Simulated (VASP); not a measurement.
# SnTe (R-3m) in VASP: further runs, part 2 of 2

VASP 6.6.1. Earlier steps stand in the parts before.

**3. Electric field gradients, LDA (equal xy, yz and zx shear strains of +1 %)**

Contents of INCAR:

```
  ALGO = Normal
  EDIFF = 1E-8
  ENCUT = 520
  GGA = CA
  ISIF = 2
  ISMEAR = -1
  LASPH = T
  LCHARG = F
  LEFG = T
  LREAL = F
  LWAVE = F
  NBANDS = 17
  NELM = 100
  PREC = Accurate
  SIGMA = 0.08
```

Contents of KPOINTS:

```
k-points
0
Gamma
  11 11 11
```

Contents of POSCAR:

```
SnTe
1.0
    0.0315650000      3.1722825000      3.1722825000
    3.1722825000      0.0315650000      3.1722825000
    3.1722825000      3.1722825000      0.0315650000
Sn Te
1 1
Direct
    0.0000000000      0.0000000000      0.0000000000
    0.5000000000      0.5000000000      0.5000000000
```

Potentials or basis: VASP PAW LDA potentials, release 64 (Sn_d, Te).

The run is started by

```console
$ cat potpaw_LDA.64/Sn_d/POTCAR potpaw_LDA.64/Te/POTCAR > POTCAR
$ mpirun -np 1 vasp_std > vasp.out
```

OUTCAR:

```text
EDIFF = 1E-8
   ENCUT = 520
   GGA = CA
   ISIF = 2
   ISMEAR = -1
   LASPH = T
   LREAL = F
   NELM = 100
   PREC = Accurate

 ion  position               nearest neighbor table
   1  0.000  0.000  0.000-   2 3.16   2 3.16   2 3.16   2 3.16   2 3.16   2 3.16
   2  0.500  0.500  0.500-   1 3.16   1 3.16   1 3.16   1 3.16   1 3.16   1 3.16

  LATTYP: Found a trigonal (rhomboedric) cell.
 ALAT       =     4.4863959777
 COS(alpha) =     0.5099250056

  Lattice vectors:

 A1 = (   0.0315650000,   3.1722825000,   3.1722825000)
 A2 = (   3.1722825000,   0.0315650000,   3.1722825000)
 A3 = (   3.1722825000,   3.1722825000,   0.0315650000)

Analysis of symmetry for initial positions (statically):
=====================================================================
 Subroutine PRICEL returns:
 Original cell was already a primitive cell.

 Routine SETGRP: Setting up the symmetry group for a
 trigonal (rhombohedral) supercell.

[... 668 lines left out ...]
  volume of cell :       62.89
      direct lattice vectors                 reciprocal lattice vectors
     0.031565000  3.172282500  3.172282500    -0.159987407  0.158411176  0.158411176
     3.172282500  0.031565000  3.172282500     0.158411176 -0.159987407  0.158411176
     3.172282500  3.172282500  0.031565000     0.158411176  0.158411176 -0.159987407

 POSITION                                       TOTAL-FORCE (eV/Angst)
 -----------------------------------------------------------------------------------
      0.00000      0.00000      0.00000        -0.000000      0.000000     -0.000000
      3.18806      3.18806      3.18806         0.000000     -0.000000      0.000000
 -----------------------------------------------------------------------------------
    total drift:                               -0.000000      0.000000      0.000000

  FREE ENERGIE OF THE ION-ELECTRON SYSTEM (eV)
  ---------------------------------------------------
  free  energy   TOTEN  =        -8.8209083005 eV

  energy  without entropy=       -8.8190461756  energy(sigma->0) =       -8.81997724

 Electric field gradients (V/A^2)
---------------------------------------------------------------------
 ion       V_xx      V_yy      V_zz      V_xy      V_xz      V_yz
---------------------------------------------------------------------
   1       0.000    -0.000    -0.000     0.457     0.457     0.457
   2       0.000    -0.000    -0.000     5.790     5.790     5.790
---------------------------------------------------------------------

 Electric field gradients after diagonalization (V/A^2)
 (convention: |V_zz| > |V_xx| > |V_yy|)
----------------------------------------------------------------------
 ion       V_xx      V_yy      V_zz     asymmetry (V_yy - V_xx)/ V_zz
----------------------------------------------------------------------
   1      -0.457    -0.457     0.915       0.000
   2      -5.790    -5.790    11.581       0.000
----------------------------------------------------------------------

           NMR quadrupolar parameters

 Cq : quadrupolar parameter    Cq=e*Q*V_zz/h
 eta: asymmetry parameters     (V_yy - V_xx)/ V_zz
 Q  : nuclear electric quadrupole moment in mb (millibarn)
----------------------------------------------------------------------
 ion       Cq(MHz)       eta       Q (mb)
----------------------------------------------------------------------
   1       0.002       0.000       1.000
   2       0.028       0.000       1.000
----------------------------------------------------------------------
```

stdout:

```text
POSCAR found type information on POSCAR SnTe
 POSCAR found :  2 types and       2 ions
 scaLAPACK will be used
 LDA part: xc-table for (Slater(with rela. corr.)+CA(PZ))
 , standard interpolation
 POSCAR, INCAR and KPOINTS ok, starting setup
 FFT: planning ... GRIDC
 FFT: planning ... GRID_SOFT
 FFT: planning ... GRID
 WAVECAR not read
 entering main loop
ion   1

ion   2
```

Wall time 3.8 min (1 thread of Intel Xeon Platinum 8488C (Sapphire Rapids), shared host); peak memory 0.28 GiB.

What came out:

* Free energy: -8.8209 eV
* Pressure: -1.7 GPa
* Band gap on the k mesh: 0.31 eV (least direct gap 0.41 eV)
* Largest electric field gradient by atom: Sn +0.9; Te +11.6 V/Å²

Levels at points of the mesh, in eV from the valence-band top:
| k point | band 8 | band 9 | band 10 | band 11 | band 12 | band 13 |
| --- | --- | --- | --- | --- | --- | --- |
| (0.00, 0.00, 0.00) | -2.08 | -1.94 | -1.94 | 3.38 | 3.38 | 3.43 |

Electric field gradients, principal values (V/Å²):
```tsv
atom	least	middle	greatest (by size)
1 Sn	-0.457	-0.457	0.915
2 Te	-5.790	-5.790	11.581
```

Caveat: the cell differs from its parent crystal (equal xy, yz and zx shear strains of +1 %); semilocal functionals underestimate gaps, and a narrow one can read as zero; without QUAD_EFG the Cq values of the log hold for a quadrupole moment of 1 mb, not for the nuclei; spin-orbit coupling is left out, which moves the levels of the heavy elements.

**4. Electric field gradients, LDA (equal xy, yz and zx shear strains of +1 %)**

Contents of INCAR:

```
  PREC = Accurate
  ENCUT = 520
  EDIFF = 1E-8
  ISMEAR = -1
  SIGMA = 0.08
  LREAL = False
  LASPH = True
  NELM = 100
  ALGO = Normal
  ISIF = 2
  LWAVE = False
  LCHARG = False
  LEFG = True
  NBANDS = 17
```

Contents of KPOINTS:

```
Automatic mesh
0
Gamma
  11 11 11
```

POSCAR is that of step 3.

Potentials or basis: VASP PAW LDA potentials, release 64 (Sn_d, Te).

The run is started by

```console
$ cat potpaw_LDA.64/Sn_d/POTCAR potpaw_LDA.64/Te/POTCAR > POTCAR
$ mpirun -np 1 vasp_std > vasp.out
```

OUTCAR:

```text
PREC = Accurate
   ENCUT = 520
   EDIFF = 1E-8
   ISMEAR = -1
   LREAL = False
   LASPH = True
   NELM = 100
   ISIF = 2

 ion  position               nearest neighbor table
   1  0.000  0.000  0.000-   2 3.16   2 3.16   2 3.16   2 3.16   2 3.16   2 3.16
   2  0.500  0.500  0.500-   1 3.16   1 3.16   1 3.16   1 3.16   1 3.16   1 3.16

  LATTYP: Found a trigonal (rhomboedric) cell.
 ALAT       =     4.4863959777
 COS(alpha) =     0.5099250056

  Lattice vectors:

 A1 = (   0.0315650000,   3.1722825000,   3.1722825000)
 A2 = (   3.1722825000,   0.0315650000,   3.1722825000)
 A3 = (   3.1722825000,   3.1722825000,   0.0315650000)

Analysis of symmetry for initial positions (statically):
[... 692 lines left out ...]
  energy  without entropy=       -8.8190461756  energy(sigma->0) =       -8.81997724

 Electric field gradients (V/A^2)
---------------------------------------------------------------------
 ion       V_xx      V_yy      V_zz      V_xy      V_xz      V_yz
---------------------------------------------------------------------
   1       0.000    -0.000    -0.000     0.457     0.457     0.457
   2       0.000    -0.000    -0.000     5.790     5.790     5.790
---------------------------------------------------------------------

 Electric field gradients after diagonalization (V/A^2)
 (convention: |V_zz| > |V_xx| > |V_yy|)
----------------------------------------------------------------------
 ion       V_xx      V_yy      V_zz     asymmetry (V_yy - V_xx)/ V_zz
----------------------------------------------------------------------
   1      -0.457    -0.457     0.915       0.000
   2      -5.790    -5.790    11.581       0.000
----------------------------------------------------------------------

           NMR quadrupolar parameters

 Cq : quadrupolar parameter    Cq=e*Q*V_zz/h
 eta: asymmetry parameters     (V_yy - V_xx)/ V_zz
 Q  : nuclear electric quadrupole moment in mb (millibarn)
----------------------------------------------------------------------
 ion       Cq(MHz)       eta       Q (mb)
----------------------------------------------------------------------
   1       0.002       0.000       1.000
   2       0.028       0.000       1.000
----------------------------------------------------------------------
```

stdout:

```text
POSCAR found type information on POSCAR SnTe
 POSCAR found :  2 types and       2 ions
 scaLAPACK will be used
 LDA part: xc-table for (Slater(with rela. corr.)+CA(PZ))
 , standard interpolation
 POSCAR, INCAR and KPOINTS ok, starting setup
 FFT: planning ... GRIDC
 FFT: planning ... GRID_SOFT
 FFT: planning ... GRID
 WAVECAR not read
 entering main loop
ion   1

ion   2
```

Wall time 3.6 min (1 thread of Intel Xeon Platinum 8488C (Sapphire Rapids), shared host); peak memory 0.28 GiB.

What came out:

| Quantity | Value |
| --- | --- |
| Free energy | -8.8209 eV |
| Pressure | -1.7 GPa |
| Band gap on the k mesh | 0.31 eV (least direct gap 0.41 eV) |
| Largest electric field gradient by atom | Sn +0.9; Te +11.6 V/Å² |

Levels at points of the mesh, in eV from the valence-band top:
```tsv
k point	band 7	band 8	band 9	band 10	band 11	band 12	band 13	band 14
(0.00, 0.00, 0.00)	-4.69	-2.08	-1.94	-1.94	3.38	3.38	3.43	4.79
```

Electric field gradients, principal values (V/Å²):
| atom | least | middle | greatest (by size) |
| --- | --- | --- | --- |
| 1 Sn | -0.457 | -0.457 | 0.915 |
| 2 Te | -5.790 | -5.790 | 11.581 |

Caveat: the cell differs from its parent crystal (equal xy, yz and zx shear strains of +1 %); semilocal functionals underestimate gaps, and a narrow one can read as zero; without QUAD_EFG the Cq values of the log hold for a quadrupole moment of 1 mb, not for the nuclei; spin-orbit coupling is left out, which moves the levels of the heavy elements. A k mesh can miss the band edges.
